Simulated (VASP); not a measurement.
SiO2: single point with PBE

SiO2:

```
Si O
1.0
     4.56322    0.00000    0.00000
     0.00000    4.56322    0.00000
     0.00000    0.00000    2.31858
Si O
2 4
Cartesian
  2.2816 2.2816 1.1593
  0.0000 0.0000 0.0000
  3.1624 3.1624 0.0000
  0.8808 3.6824 1.1593
  1.4008 1.4008 0.0000
  3.6824 0.8808 1.1593
```

This cell differs from its parent crystal: ratio of the length along z to the lengths across it x 0.8, volume and fractional coordinates fixed.

```yaml
Program: VASP 6.6.1
Task: single point
Functional: PBE
Potentials_or_basis: VASP PAW PBE potentials, release 64 (Si, O)
Cutoff: 520 eV
k_mesh: 6 × 6 × 10
Occupations: gaussian, width 0.05 eV
Spin: no spin polarisation
Dipole_correction: no
Further_INCAR_settings: ALGO = Normal; EDIFF = 1e-06; NBANDS = 25
```

The pressure is 22.6 GPa. The largest force is 1.679 eV/Å and the band gap on the k mesh is 4.86 eV, indirect (least direct gap 4.88 eV).

Forces in eV/Å, atoms in the order of the input:
```
Si   0.000  0.000  0.000
Si   0.000  0.000  0.000
O   -1.187 -1.187  0.000
O   -1.187  1.187  0.000
O    1.187  1.187  0.000
O    1.187 -1.187  0.000
```

Stress tensor (GPa, compression positive):
```
-21.35   0.00   0.00
  0.00 -21.35   0.00
  0.00   0.00 110.40
```

Levels at points of the mesh, in eV from the valence-band top:
```csv
k point,band 14,band 15,band 16,band 17,band 18,band 19
"(0.00, 0.00, 0.00)",-0.79,-0.37,-0.01,4.86,9.71,9.71
"(0.50, 0.00, 0.00)",-1.21,-0.55,-0.55,7.22,7.22,10.82
"(0.50, 0.50, 0.00)",-1.09,-0.82,-0.82,8.06,8.06,10.02
"(0.00, 0.00, 0.50)",-1.96,-1.66,-1.66,8.55,8.55,11.03
"(0.50, 0.00, 0.50)",-1.89,-1.04,-1.04,8.19,8.19,8.37
"(0.50, 0.50, 0.50)",-1.54,-0.89,-0.89,6.49,6.49,10.36
```

It took 39 s on 1 thread of Intel(R) Xeon(R) Platinum 8488C (Sapphire Rapids) (shared host), peak memory 0.19 GiB.

Caveat: forces of over 1 eV/Å act on the atoms, so gaps and moduli don't describe the material at rest. A k mesh can miss the band edges.
